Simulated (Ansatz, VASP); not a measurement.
V in VASP and in Ansatz

```
CELL_PARAMETERS angstrom
2.36720 0.00000 0.00000
0.00000 2.36720 0.00000
0.00000 0.00000 2.36720
ATOMIC_POSITIONS crystal
V 0.00000 0.00000 0.00000
```

Alike in both runs: task single point; functional RPBE; k mesh 14 × 14 × 14; occupations fermi-dirac, width 0.1 eV; no spin polarisation.

|  | VASP | Ansatz |
| --- | --- | --- |
| version | VASP 6.6.1 | Ansatz 0.2.0 |
| potentials or method | VASP PAW PBE potentials, release 64 (V_sv), cutoff 520 eV | plane waves (420 eV) with PAW, scalar-relativistic |
| valence electrons in the cell | 13 | 13 |

```csv
,VASP,Ansatz,Ansatz less VASP
pressure (GPa),21.6,21.0,-0.59
```

VASP's potentials were made for PBE, not for RPBE. The functional is the same, so the differences come from potentials, cutoffs and numerics.
